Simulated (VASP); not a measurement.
# Mg8H (P-6m2) in VASP: further runs

Runs on Mg8H. Level: PBE. Tasks: single point, relaxation of cell and atoms.

All numbers are computed with VASP 6.6.1; they aren't measurements. Logs are shortened: lines on timing, memory, paths and dates and some standing lists are left out, and cuts for length are marked.

### Step 1. The cell of the first run

The structure is hexagonal, space group P-6m2 (No. 187). Conventional cell: a = 6.469 Å, b = 6.469 Å, c = 5.164 Å, α = 90.00°, β = 90.00°, γ = 120.00°. Mg (site symmetry -6m2) has 2 H at 2.58 Å and 12 Mg at 3.23 to 3.24 Å within 3.4 Å. Within 4.2 Å of Mg (site symmetry mm2) lie 12 Mg at 3.16 to 3.24 Å and 4 H at 4.14 Å. Mg (site symmetry mm2) has 1 H at 1.95 Å within 2.6 Å. Within 4.2 Å of Mg (site symmetry -6m2) lie 12 Mg at 3.18 to 3.24 Å and 3 H at 3.74 Å. Within 2.6 Å of H (site symmetry -6m2) lie 5 Mg at 1.95 to 2.58 Å.

### Step 2. Single point, PBE

INCAR

```
SYSTEM = Mg8H
PREC = Accurate ; ENCUT = 520
EDIFF = 1E-7 ; ISMEAR = 0
SIGMA = 0.1 ; LREAL = .FALSE.
LASPH = .TRUE. ; NELM = 60
ALGO = Normal ; ISIF = 2
LWAVE = .FALSE. ; LCHARG = .TRUE.
GGA = PE ; LELF = .TRUE.
LVHAR = .TRUE. ; NBANDS = 18
```

KPOINTS

```
regular mesh
0
G
  6 6 6
  0 0 0
```

POSCAR

```
Mg8H
1.0
    6.4693808180      0.0000000000      0.0000000000
   -3.2346904090      5.6026481352      0.0000000000
    0.0000000000      0.0000000000      5.1641888057
Mg H
8 1
Direct
    0.1666666667      0.3333333333      0.2500000000
    0.1657435308      0.8328717654      0.2500000000
    0.6671282346      0.3342564692      0.2500000000
    0.6671282346      0.8328717654      0.2500000000
    0.3409316853      0.1590683147      0.7500000000
    0.3409316853      0.6818633705      0.7500000000
    0.8181366295      0.1590683147      0.7500000000
    0.8333333333      0.6666666667      0.7500000000
    0.1666666667      0.3333333333      0.7500000000
```

Potentials or basis: VASP PAW PBE potentials, release 64 (Mg, H).

On the command line:

```console
cat potpaw_PBE.64/Mg/POTCAR potpaw_PBE.64/H/POTCAR > POTCAR
mpirun -np 1 vasp_std > vasp.out
```

OUTCAR:

```text
SYSTEM = Mg8H
   PREC = Accurate
   ENCUT = 520
   EDIFF = 1E-7
   ISMEAR = 0
   LREAL = .FALSE.
   LASPH = .TRUE.
   NELM = 60
   ISIF = 2
   GGA = PE

 ion  position               nearest neighbor table
   1  0.167  0.333  0.250-   3 3.23   2 3.23   4 3.23   4 3.23   3 3.23   2 3.23   5 3.24   5 3.24
                             7 3.24   7 3.24   6 3.24   6 3.24
   2  0.166  0.833  0.250-   5 3.16   5 3.16   6 3.16   6 3.16   8 3.18   8 3.18   4 3.23   3 3.23
                             1 3.23   1 3.23   4 3.24   3 3.24
   3  0.667  0.334  0.250-   5 3.16   5 3.16   7 3.16   7 3.16   8 3.18   8 3.18   2 3.23   4 3.23
                             1 3.23   1 3.23   4 3.24   2 3.24
   4  0.667  0.833  0.250-   6 3.16   6 3.16   7 3.16   7 3.16   8 3.18   8 3.18   2 3.23   3 3.23
                             1 3.23   1 3.23   2 3.24   3 3.24
   5  0.341  0.159  0.750-   9 1.95   7 3.09   6 3.09   3 3.16   3 3.16   2 3.16   2 3.16   8 3.24
                             8 3.24   1 3.24   1 3.24   7 3.38   6 3.38
   6  0.341  0.682  0.750-   9 1.95   7 3.09   5 3.09   4 3.16   4 3.16   2 3.16   2 3.16   8 3.24
                             8 3.24   1 3.24   1 3.24   5 3.38   7 3.38
   7  0.818  0.159  0.750-   9 1.95   5 3.09   6 3.09   4 3.16   4 3.16   3 3.16   3 3.16   8 3.24
                             8 3.24   1 3.24   1 3.24   5 3.38   6 3.38
   8  0.833  0.667  0.750-   4 3.18   4 3.18   2 3.18   2 3.18   3 3.18   3 3.18   6 3.24   7 3.24
                             5 3.24   5 3.24   6 3.24   7 3.24
   9  0.167  0.333  0.750-   5 1.95   7 1.95   6 1.95

  LATTYP: Found a hexagonal cell.
 ALAT       =     6.4693808180
 C/A-ratio  =     0.7982508606

  Lattice vectors:

 A1 = (   6.4693808180,   0.0000000000,   0.0000000000)
 A2 = (  -3.2346904090,   5.6026481352,   0.0000000000)
 A3 = (   0.0000000000,   0.0000000000,   5.1641888057)

Analysis of symmetry for initial positions (statically):
=====================================================================
 Subroutine PRICEL returns:
 Original cell was already a primitive cell.

 Routine SETGRP: Setting up the symmetry group for a
 hexagonal supercell.

 Subroutine GETGRP returns: Found 12 space group operations
 (whereof  2 operations were pure point group operations)
 out of a pool of 24 trial point group operations.

The static configuration has the point symmetry C_1h.
 The point group associated with its full space group is D_3h.

Analysis of symmetry for dynamics (positions and initial velocities):
=====================================================================
 Subroutine PRICEL returns:
 Original cell was already a primitive cell.

 Routine SETGRP: Setting up the symmetry group for a
 hexagonal supercell.

 Subroutine GETGRP returns: Found 12 space group operations
 (whereof  2 operations were pure point group operations)
 out of a pool of 24 trial point group operations.

The dynamic configuration has the point symmetry C_1h.
 The point group associated with its full space group is D_3h.

 Subroutine INISYM returns: Found 12 space group operations
 (whereof  2 operations are pure point group operations),
 and found     1 'primitive' translations

----------------------------------------------------------------------------------------

                                     Primitive cell

  volume of cell :     187.1795

  direct lattice vectors                    reciprocal lattice vectors
     6.469380818  0.000000000  0.000000000     0.154574298  0.089243513  0.000000000
    -3.234690409  5.602648135  0.000000000     0.000000000  0.178487025  0.000000000
     0.000000000  0.000000000  5.164188806     0.000000000  0.000000000  0.193641255

  length of vectors
     6.469380818  6.469380818  5.164188806     0.178487025  0.178487025  0.193641255

  position of ions in fractional coordinates (direct lattice)
     0.166666667  0.333333333  0.250000000
     0.165743531  0.832871765  0.250000000
     0.667128235  0.334256469  0.250000000
     0.667128235  0.832871765  0.250000000
     0.340931685  0.159068315  0.750000000
     0.340931685  0.681863370  0.750000000
     0.818136630  0.159068315  0.750000000
     0.833333333  0.666666667  0.750000000
     0.166666667  0.333333333  0.750000000

  ion indices of the primitive-cell ions
   primitive index   ion index
                 1           1
                 2           2
                 3           3
                 4           4
                 5           5
                 6           6
                 7           7
                 8           8
                 9           9

----------------------------------------------------------------------------------------

 KPOINTS: regular mesh

Automatic generation of k-mesh.
 Grid dimensions read from file:
 generate k-points for:    6    6    6

 Generating k-lattice:

  Cartesian coordinates                     Fractional coordinates (reciprocal lattice)
     0.025762383  0.014873919  0.000000000     0.166666667  0.000000000  0.000000000
     0.000000000  0.029747838  0.000000000     0.000000000  0.166666667  0.000000000
     0.000000000  0.000000000  0.032273542     0.000000000  0.000000000  0.166666667

  Length of vectors
     0.029747838  0.029747838  0.032273542

  Shift w.r.t. Gamma in fractional coordinates (k-lattice)
     0.000000000  0.000000000  0.000000000

 Subroutine IBZKPT returns following result:
 ===========================================

 Found     28 irreducible k-points:

 Following reciprocal coordinates:
            Coordinates               Weight
  0.000000  0.000000  0.000000      1.000000
  0.166667  0.000000  0.000000      6.000000
  0.333333  0.000000  0.000000      6.000000
  0.500000  0.000000  0.000000      3.000000
  0.166667  0.166667  0.000000      6.000000
  0.333333  0.166667  0.000000     12.000000
[... 16 lines left out ...]
  0.166667  0.000000  0.500000      6.000000
  0.333333  0.000000  0.500000      6.000000
 [... further k-points ...]
   k-points           NKPTS =     28   k-points in BZ     NKDIM =     28   number of bands    NBANDS=     18
   number of dos      NEDOS =    301   number of ions     NIONS =      9
   total plane-waves  NPLWV =  92160
   dimension x,y,z NGX =    48 NGY =   48 NGZ =   40
   dimension x,y,z NGXF=    96 NGYF=   96 NGZF=   80
   ions per type =               8   1
   NGX,Y,Z   is equivalent  to a cutoff of  12.33, 12.33, 12.88 a.u.
   NGXF,Y,Z  is equivalent  to a cutoff of  24.67, 24.67, 25.75 a.u.
 SYSTEM =  Mg8H
   PREC   = accura    normal or accurate (medium, high low for compatibility)
   ISTART =      0    job   : 0-new  1-cont  2-samecut
   ICHARG =      2    charge: 1-file 2-atom 10-const
   ISPIN  =      1    spin polarized calculation?
   LNONCOLLINEAR =      F non collinear calculations
   LSORBIT =      F    spin-orbit coupling
   LASPH  =      T    aspherical Exc in radial PAW
   ENCUT  =  520.0 eV  38.22 Ry    6.18 a.u.  12.03 12.03  9.60*2*pi/ulx,y,z
   NELM   =     60;   NELMIN=  2; NELMDL= -5     # of ELM steps
   EDIFF  = 0.1E-06   stopping-criterion for ELM
   LREAL  =      F    real-space projection
   EDIFFG = 0.1E-05   stopping-criterion for IOM
   NSW    =      0    number of steps for IOM
   IBRION =     -1    ionic relax: 0-MD 1-quasi-New 2-CG
   NFREE  =      0    steps in history (QN), initial steepest desc. (CG)
   ISIF   =      2    stress and relaxation
   ISYM   =      2    0-nonsym 1-usesym 2-fastsym
   POTIM  = 0.5000    time-step for ionic-motion
   TEBEG  =    0.0;   TEEND  =   0.0 temperature during run
   PSTRESS=    0.0 pullay stress
   NELECT =      17.0000    total number of electrons
   NUPDOWN=      -1.0000    fix difference up-down
   EMIN   =  10.00;   EMAX   =-10.00  energy-range for DOS
   EFERMI =   0.00;   METHOD = LEGACY
   ISMEAR =     0;   SIGMA  =   0.10  broadening in eV -4-tet -1-fermi 0-gaus
   EFERMI_NEDOS =   21; number of points for ismear=-14 and -15
   IALGO  =     38    algorithm
   IMIX   =      4    mixing-type and parameters
     AMIX     =   0.40;   BMIX     =  1.00
     AMIX_MAG =   1.60;   BMIX_MAG =  1.00
  volume/ion in A,a.u.               =      20.80       140.35
  Fermi-wavevector in a.u.,A,eV,Ry     =   0.735877  1.390605  7.367753  0.541515
  Thomas-Fermi vector in A             =   1.829180
   LORBIT       =      0    0 simple, 1 ext, 2 COOP (PROOUT), +10 PAW based schemes
   GGA     = PE    functional components
   LHFCALC =     F    Hartree Fock is set to
   AEXX    =    0.0000 exact exchange contribution
   IVDW    =     0    specifies the selected vdW correction
   LEPSILON=     F    determine dielectric tensor
   LRPA    =     F    only Hartree local field effects (RPA)
 non-spin polarized calculation
 Gauss-broadening in eV      SIGMA  =   0.10
  energy-cutoff  :      520.00
  volume of cell :      187.18
 maximum number of plane-waves:      5058
   NGX = 25   NGY = 25   NGZ = 19

 number of electron      17.0000000 magnetization

 Free energy of the ion-electron system (eV)
  ---------------------------------------------------
  ext. energy  EPLUGINS =         0.00000000
  ---------------------------------------------------
  free energy    TOTEN  =       -15.20132362 eV

  energy without entropy =      -15.18262178  energy(sigma->0) =      -15.19197270

 E-fermi :   2.7455     XC(G=0):  -8.5039

 val. band max:        2.7255288186   @ k =   0.1667   0.0000   0.5000
 cond. band min:       2.7591329804   @ k =   0.1667   0.0000   0.1667
 fundamental gap:      0.0336041618
 Fermi energy:         2.7455141328

 k-point     1 :       0.0000    0.0000    0.0000
  band No.  band energies     occupation
      1      -4.8980      2.00000
      2      -2.1536      2.00000
      3       0.3718      2.00000
      4       0.3718      2.00000
      5       0.3819      2.00000
      6       0.4436      2.00000
[... 10 lines left out ...]
     17       5.8701      0.00000
     18       5.8767      0.00000

 k-point     2 :       0.1667    0.0000    0.0000
  band No.  band energies     occupation
      1      -4.7950      2.00000
      2      -2.3294      2.00000
      3      -0.7517      2.00000
      4      -0.2281      2.00000
      5       0.4926      2.00000
      6       1.1020      2.00000
[... 10 lines left out ...]
     17       6.2399      0.00000
     18       6.3447      0.00000
[... 442 lines left out ...]
 k-point    24 :       0.3333    0.0000    0.5000
  band No.  band energies     occupation
      1      -3.9222      2.00000
      2      -2.3171      2.00000
      3      -1.5955      2.00000
      4      -0.7599      2.00000
      5      -0.1397      2.00000
      6       0.6847      2.00000
[... 10 lines left out ...]
     17       6.8384      0.00000
     18       6.8849      0.00000

 [... further k-points ...]
[... 5 lines left out ...]
  --------------------------------------------------------------------------------------
  -------------------------------------------------------------------------------------
  Total       -0.1991938     -0.1991938     -0.0350900     -0.0000000     -0.0000000      0.0000000
  in kB       -1.7050150     -1.7050150     -0.3003558     -0.0000000     -0.0000000      0.0000000
  external PRESSURE =      -1.2367953 kB  Pullay stress =       0.0000000 kB

 VOLUME and BASIS-vectors are now :
 -----------------------------------------------------------------------------
  energy-cutoff  :      520.00
  volume of cell :      187.18
      direct lattice vectors                 reciprocal lattice vectors
     6.469380818  0.000000000  0.000000000     0.154574298  0.089243513  0.000000000
    -3.234690409  5.602648135  0.000000000     0.000000000  0.178487025  0.000000000
     0.000000000  0.000000000  5.164188806     0.000000000  0.000000000  0.193641255

 POSITION                                       TOTAL-FORCE (eV/Angst)
 -----------------------------------------------------------------------------------
      0.00000      1.86755      1.29105         0.000000     -0.000000     -0.000000
     -1.62182      4.66629      1.29105        -0.001106     -0.000638     -0.000000
      3.23469      1.87272      1.29105         0.000000      0.001277     -0.000000
      1.62182      4.66629      1.29105         0.001106     -0.000638      0.000000
      1.69108      0.89120      3.87314        -0.007134      0.004119     -0.000000
      0.00000      3.82024      3.87314         0.000000     -0.008237      0.000000
      4.77830      0.89120      3.87314         0.007134      0.004119      0.000000
      3.23469      3.73510      3.87314         0.000000     -0.000000     -0.000000
      0.00000      1.86755      3.87314         0.000000      0.000000     -0.000000
 -----------------------------------------------------------------------------------
    total drift:                                0.000000     -0.000000      0.000000

  FREE ENERGIE OF THE ION-ELECTRON SYSTEM (eV)
  ---------------------------------------------------
  free  energy   TOTEN  =       -15.2013236157 eV

  energy  without entropy=      -15.1826217848  energy(sigma->0) =      -15.19197270
```

Wall time 49 s (1 thread of Intel Xeon 6975P-C (Granite Rapids), shared host); peak memory 0.32 GiB.

Results:

* Free energy: -15.2013 eV
* Pressure: -0.1 GPa
* Largest force: 0.008 eV/Å

Forces on the atoms (eV/Å):
```
Mg   0.000  0.000  0.000
Mg  -0.001 -0.001  0.000
Mg   0.000  0.001  0.000
Mg   0.001 -0.001  0.000
Mg  -0.007  0.004  0.000
Mg   0.000 -0.008  0.000
Mg   0.007  0.004  0.000
Mg   0.000  0.000  0.000
H    0.000  0.000  0.000
```

Stress tensor (GPa, compression positive):
```
-0.17  0.00  0.00
 0.00 -0.17  0.00
 0.00  0.00 -0.03
```

(Continued in part 2 of 2.)
